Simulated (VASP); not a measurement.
# Os (I4_1/amd) in VASP: further runs

Os is run at these levels: PBE; tasks: single point.

All numbers are computed with VASP 6.6.1; they aren't measurements. Logs are shortened: lines on timing, memory, paths and dates and some standing lists are left out, and cuts for length are marked.

**1. The cell of the first run**

The structure is tetragonal, space group I4_1/amd (No. 141). Conventional cell: a = 4.738 Å, b = 4.738 Å, c = 2.584 Å, α = 90.00°, β = 90.00°, γ = 90.00°. Within 3.2 Å of Os (site symmetry -4m2) lie 10 Os at 2.46 to 3.06 Å.

**2. Single point, PBE**

Contents of INCAR:

```
SYSTEM = Os
  ALGO = Fast
  EDIFF = 1E-6
  ENCUT = 520
  GGA = PE
  ISIF = 2
  ISMEAR = 0
  LASPH = .TRUE.
  LCHARG = .FALSE.
  LREAL = .FALSE.
  LWAVE = .FALSE.
  NBANDS = 15
  NELM = 100
  PREC = Accurate
  SIGMA = 0.1
```

Contents of KPOINTS:

```
k-points
0
G
  8 8 8
  0 0 0
```

Contents of POSCAR:

```
Os
1.0
   -2.3688180819      2.3688180819      1.2922339908
    2.3688180819     -2.3688180819      1.2922339908
    2.3688180819      2.3688180819     -1.2922339908
Os
2
Direct
    0.0000000000      0.0000000000      0.0000000000
    0.7500000000      0.2500000000      0.5000000000
```

Potentials or basis: VASP PAW PBE potentials, release 64 (Os).

The run is started by

```
$ cat potpaw_PBE.64/Os/POTCAR > POTCAR
$ mpirun -np 1 vasp_std > vasp.out
```

OUTCAR:

```text
SYSTEM = Os
   EDIFF = 1E-6
   ENCUT = 520
   GGA = PE
   ISIF = 2
   ISMEAR = 0
   LASPH = .TRUE.
   LREAL = .FALSE.
   NELM = 100
   PREC = Accurate

 ion  position               nearest neighbor table
   1  0.000  0.000  0.000-   2 2.46   2 2.46   2 2.46   2 2.46   2 3.06   2 3.06   2 3.06   2 3.06

   2  0.750  0.250  0.500-   1 2.46   1 2.46   1 2.46   1 2.46   1 3.06   1 3.06   1 3.06   1 3.06

  LATTYP: Found a body centered tetragonal cell.
 ALAT       =     4.7376361638
 C/A-ratio  =     0.5455184595

  Lattice vectors:

 A1 = (  -2.3688180819,   2.3688180819,   1.2922339908)
 A2 = (   2.3688180819,  -2.3688180819,   1.2922339908)
 A3 = (   2.3688180819,   2.3688180819,  -1.2922339908)

Analysis of symmetry for initial positions (statically):
=====================================================================
 Subroutine PRICEL returns:
 Original cell was already a primitive cell.

 Routine SETGRP: Setting up the symmetry group for a
 body centered tetragonal supercell.

 Subroutine GETGRP returns: Found 16 space group operations
 (whereof  8 operations were pure point group operations)
 out of a pool of 16 trial point group operations.

The static configuration has the point symmetry D_2d.
 The point group associated with its full space group is D_4h.

Analysis of symmetry for dynamics (positions and initial velocities):
=====================================================================
 Subroutine PRICEL returns:
 Original cell was already a primitive cell.

 Routine SETGRP: Setting up the symmetry group for a
 body centered tetragonal supercell.

 Subroutine GETGRP returns: Found 16 space group operations
 (whereof  8 operations were pure point group operations)
 out of a pool of 16 trial point group operations.

The dynamic configuration has the point symmetry D_2d.
 The point group associated with its full space group is D_4h.

 Subroutine INISYM returns: Found 16 space group operations
 (whereof  8 operations are pure point group operations),
 and found     1 'primitive' translations

----------------------------------------------------------------------------------------

                                     Primitive cell

  volume of cell :      29.0044

  direct lattice vectors                    reciprocal lattice vectors
    -2.368818082  2.368818082  1.292233991     0.000000000  0.211075728  0.386926829
     2.368818082 -2.368818082  1.292233991     0.211075728  0.000000000  0.386926829
[... 91 lines left out ...]
   ISIF   =      2    stress and relaxation
   ISYM   =      2    0-nonsym 1-usesym 2-fastsym
   POTIM  = 0.5000    time-step for ionic-motion
   TEBEG  =    0.0;   TEEND  =   0.0 temperature during run
   PSTRESS=    0.0 pullay stress
   NELECT =      16.0000    total number of electrons
   NUPDOWN=      -1.0000    fix difference up-down
   EMIN   =  10.00;   EMAX   =-10.00  energy-range for DOS
   EFERMI =   0.00;   METHOD = LEGACY
   ISMEAR =     0;   SIGMA  =   0.10  broadening in eV -4-tet -1-fermi 0-gaus
   EFERMI_NEDOS =   21; number of points for ismear=-14 and -15
   IALGO  =     68    algorithm
   IMIX   =      4    mixing-type and parameters
     AMIX     =   0.40;   BMIX     =  1.00
     AMIX_MAG =   1.60;   BMIX_MAG =  1.00
  volume/ion in A,a.u.               =      14.50        97.87
  Fermi-wavevector in a.u.,A,eV,Ry     =   1.342641  2.537224 24.527024  1.802685
  Thomas-Fermi vector in A             =   2.470779
   LORBIT       =      0    0 simple, 1 ext, 2 COOP (PROOUT), +10 PAW based schemes
   GGA     = PE    functional components
   LHFCALC =     F    Hartree Fock is set to
   AEXX    =    0.0000 exact exchange contribution
   IVDW    =     0    specifies the selected vdW correction
   LEPSILON=     F    determine dielectric tensor
   LRPA    =     F    only Hartree local field effects (RPA)
 non-spin polarized calculation
 RMM-DIIS sequential band-by-band and
 Gauss-broadening in eV      SIGMA  =   0.10
  energy-cutoff  :      520.00
  volume of cell :       29.00
 maximum number of plane-waves:       789
   NGX = 13   NGY = 13   NGZ = 13

 number of electron      16.0000000 magnetization

 Free energy of the ion-electron system (eV)
  ---------------------------------------------------
  ext. energy  EPLUGINS =         0.00000000
  ---------------------------------------------------
  free energy    TOTEN  =       -19.80739649 eV

  energy without entropy =      -19.79257337  energy(sigma->0) =      -19.79998493

 E-fermi :   9.0694     XC(G=0): -13.7314

 val. band max:        9.0626522734   @ k =  -0.3750   0.5000   0.3750
 cond. band min:       9.0988457570   @ k =  -0.1250   0.5000   0.1250
 fundamental gap:      0.0361934836
 Fermi energy:         9.0693986352

 k-point     1 :       0.0000    0.0000    0.0000
  band No.  band energies     occupation
      1      -1.5478      2.00000
      2       1.3870      2.00000
      3       2.8976      2.00000
      4       3.4484      2.00000
      5       4.4147      2.00000
      6       8.9020      1.98210
      7       8.9020      1.98210
      8       8.9658      1.85707
      9       8.9658      1.85707
     10      12.0478      0.00000
     11      13.7959      0.00000
     12      14.7952      0.00000
     13      14.7952      0.00000
     14      25.1925      0.00000
[... 401 lines left out ...]
      2       2.2652      2.00000
      3       3.3507      2.00000
      4       4.8094      2.00000
      5       5.3480      2.00000
      6       7.4186      2.00000
      7       8.0538      2.00000
      8       9.7676      0.00000
      9      10.6191      0.00000
     10      12.1303      0.00000
     11      13.3504      0.00000
     12      16.3538      0.00000
     13      16.7992      0.00000
     14      16.9653      0.00000
     15      23.8004      0.00000

 [... further k-points ...]
[... 5 lines left out ...]
  --------------------------------------------------------------------------------------
  -------------------------------------------------------------------------------------
  Total        7.4599781      7.4599781      6.7435710      0.0000000      0.0000000      0.0000000
  in kB      412.0819260    412.0819260    372.5082928      0.0000000      0.0000000      0.0000000
  external PRESSURE =     398.8907149 kB  Pullay stress =       0.0000000 kB

 VOLUME and BASIS-vectors are now :
 -----------------------------------------------------------------------------
  energy-cutoff  :      520.00
  volume of cell :       29.00
      direct lattice vectors                 reciprocal lattice vectors
    -2.368818082  2.368818082  1.292233991     0.000000000  0.211075728  0.386926829
     2.368818082 -2.368818082  1.292233991     0.211075728  0.000000000  0.386926829
     2.368818082  2.368818082 -1.292233991     0.211075728  0.211075728  0.000000000

 POSITION                                       TOTAL-FORCE (eV/Angst)
 -----------------------------------------------------------------------------------
      0.00000      0.00000      0.00000         0.000000     -0.000000     -0.000000
      0.00000      2.36882      0.64612        -0.000000      0.000000      0.000000
 -----------------------------------------------------------------------------------
    total drift:                               -0.000000      0.000000      0.000000

  FREE ENERGIE OF THE ION-ELECTRON SYSTEM (eV)
  ---------------------------------------------------
  free  energy   TOTEN  =       -19.8073964885 eV

  energy  without entropy=      -19.7925733652  energy(sigma->0) =      -19.79998493
```

It took 46 s on 1 thread of AMD EPYC 7R43 (Zen 3), shared host; peak memory 0.13 GiB.

Results:

```yaml
Free_energy: -19.8074 eV
Pressure: 39.9 GPa
Band_gap_on_the_k_mesh: zero (band 8 reaches 9.77 eV, above the bottom of band 9 at 8.19 eV)
```

Stress tensor (GPa, compression positive):
```
41.21  0.00  0.00
 0.00 41.21  0.00
 0.00  0.00 37.25
```

Caveat: spin-orbit coupling is left out, which moves the levels of the heavy elements.

**3. Single point, PBE**

This run uses another cell than the first one, of 16.09 Å³/atom, 1.110 times its volume.

Contents of INCAR:

```
SYSTEM = Os
PREC     = Accurate       ! precision mode
ENCUT    = 520            ! plane-wave cutoff, eV
EDIFF    = 1E-6           ! SCF threshold, eV
ISMEAR   = 0              ! smearing method
SIGMA    = 0.1            ! smearing width, eV
LREAL    = .FALSE.        ! projectors in reciprocal space
LASPH    = .TRUE.         ! aspherical terms in the spheres
NELM     = 80             ! most SCF steps
ALGO     = Fast           ! electronic algorithm
ISIF     = 2              ! what is computed and relaxed
LWAVE    = .FALSE.        ! write WAVECAR
LCHARG   = .FALSE.        ! write CHGCAR
GGA      = PE             ! functional
NBANDS   = 15             ! bands
```

Contents of KPOINTS:

```
Automatic mesh
0
G
  8 8 8
  0 0 0
```

Contents of POSCAR:

```
Os
1.0
   -2.4521037628      2.4521037628      1.3380230008
    2.4521037628     -2.4521037628      1.3380230008
    2.4521037628      2.4521037628     -1.3380230008
Os
2
Direct
    0.0000000000      0.0000000000      0.0000000000
    0.7500000000      0.2500000000      0.5000000000
```

Potentials or basis: VASP PAW PBE potentials, release 64 (Os).

The run is started by

```
$ cat potpaw_PBE.64/Os/POTCAR > POTCAR
$ mpirun -np 1 vasp_std > vasp.out
```

OUTCAR:

```text
SYSTEM = Os
   PREC = Accurate
   ENCUT = 520
   EDIFF = 1E-6
   ISMEAR = 0
   LREAL = .FALSE.
   LASPH = .TRUE.
   NELM = 80
   ISIF = 2
   GGA = PE

 ion  position               nearest neighbor table
   1  0.000  0.000  0.000-   2 2.54   2 2.54   2 2.54   2 2.54   2 3.17   2 3.17   2 3.17   2 3.17

   2  0.750  0.250  0.500-   1 2.54   1 2.54   1 2.54   1 2.54   1 3.17   1 3.17   1 3.17   1 3.17

  LATTYP: Found a body centered tetragonal cell.
 ALAT       =     4.9042075256
 C/A-ratio  =     0.5456632876

  Lattice vectors:

 A1 = (  -2.4521037628,   2.4521037628,   1.3380230008)
 A2 = (   2.4521037628,  -2.4521037628,   1.3380230008)
[... 615 lines left out ...]
     14      14.7541      0.00000
     15      21.3146      0.00000

 [... further k-points ...]
[... 5 lines left out ...]
  --------------------------------------------------------------------------------------
  -------------------------------------------------------------------------------------
  Total       -0.1627976     -0.1627976      0.0294836      0.0000000     -0.0000000      0.0000000
  in kB       -8.1050807     -8.1050807      1.4678776      0.0000000     -0.0000000      0.0000000
  external PRESSURE =      -4.9140946 kB  Pullay stress =       0.0000000 kB

 VOLUME and BASIS-vectors are now :
 -----------------------------------------------------------------------------
  energy-cutoff  :      520.00
  volume of cell :       32.18
      direct lattice vectors                 reciprocal lattice vectors
    -2.452103763  2.452103763  1.338023001     0.000000000  0.203906542  0.373685654
     2.452103763 -2.452103763  1.338023001     0.203906542  0.000000000  0.373685654
     2.452103763  2.452103763 -1.338023001     0.203906542  0.203906542  0.000000000

 POSITION                                       TOTAL-FORCE (eV/Angst)
 -----------------------------------------------------------------------------------
      0.00000      0.00000      0.00000        -0.000000      0.000000     -0.000000
      0.00000      2.45210      0.66901         0.000000     -0.000000      0.000000
 -----------------------------------------------------------------------------------
    total drift:                               -0.000000      0.000000      0.000000

  FREE ENERGIE OF THE ION-ELECTRON SYSTEM (eV)
  ---------------------------------------------------
  free  energy   TOTEN  =       -20.1624464978 eV

  energy  without entropy=      -20.1441458091  energy(sigma->0) =      -20.15329615
```

OSZICAR:

```text
N       E                     dE             d eps       ncg     rms          rms(c)
DAV:   1     0.973330783661E+02    0.97333E+02   -0.72483E+03  1802   0.991E+02
DAV:   2    -0.161885360351E+02   -0.11352E+03   -0.99288E+02  1826   0.315E+02
DAV:   3    -0.211715947489E+02   -0.49831E+01   -0.47475E+01  2330   0.566E+01
DAV:   4    -0.212115407535E+02   -0.39946E-01   -0.39910E-01  2001   0.546E+00
DAV:   5    -0.212117660216E+02   -0.22527E-03   -0.22526E-03  2372   0.391E-01    0.179E+01
RMM:   6    -0.203654140863E+02    0.84635E+00   -0.72254E-01  1772   0.610E+00    0.753E+00
RMM:   7    -0.201674018972E+02    0.19801E+00   -0.79689E-01  1793   0.522E+00    0.834E-01
RMM:   8    -0.201661809918E+02    0.12209E-02   -0.42715E-02  1881   0.243E+00    0.132E+00
RMM:   9    -0.201687354093E+02   -0.25544E-02   -0.17357E-02  1930   0.867E-01    0.151E+00
RMM:  10    -0.201624010224E+02    0.63344E-02   -0.12988E-02  1833   0.116E+00    0.633E-01
RMM:  11    -0.201624482871E+02   -0.47265E-04   -0.15830E-03  1893   0.289E-01    0.449E-01
RMM:  12    -0.201624463242E+02    0.19630E-05   -0.41070E-05  1980   0.607E-02    0.182E-01
RMM:  13    -0.201624458492E+02    0.47492E-06   -0.17677E-05  1918   0.264E-02    0.852E-02
RMM:  14    -0.201624464978E+02   -0.64861E-06   -0.33152E-06  1648   0.123E-02
   1 F= -.20162446E+02 E0= -.20153296E+02  d E =-.183007E-01
```

stdout:

```text
POSCAR found type information on POSCAR Os
 POSCAR found :  1 types and       2 ions
 scaLAPACK will be used
 LDA part: xc-table for (Slater+PW92), standard interpolation
 POSCAR, INCAR and KPOINTS ok, starting setup
 FFT: planning ... GRIDC
 FFT: planning ... GRID_SOFT
 FFT: planning ... GRID
 WAVECAR not read
 entering main loop
```

Wall time 35 s (1 thread of AMD EPYC 7R43 (Zen 3), shared host); peak memory 0.13 GiB.

What came out:

* Free energy: -20.1624 eV
* Pressure: -0.5 GPa
* Band gap on the k mesh: zero (band 8 reaches 8.19 eV, above the bottom of band 9 at 6.81 eV)

Stress tensor (GPa, compression positive):
```
-0.81  0.00  0.00
 0.00 -0.81  0.00
 0.00  0.00  0.15
```

Levels at points of the mesh, in eV from the Fermi level:
```
           k point  band 5  band 6  band 7  band 8  band 9  band 10  band 11  band 12
(0.00, 0.00, 0.00)   -4.01   -0.11   -0.11   -0.05   -0.05     2.50     4.01     5.33
(0.50, 0.00, 0.00)   -2.12   -1.77   -1.26    0.16    1.25     1.57     4.13     6.62
(0.50, 0.50, 0.00)   -3.00   -3.00   -1.31   -1.31    1.01     1.01     1.41     1.41
(0.50, 0.50, 0.50)   -0.91   -0.91   -0.77   -0.77    0.31     0.31     0.40     0.40
```

Caveat: spin-orbit coupling is left out, which moves the levels of the heavy elements.
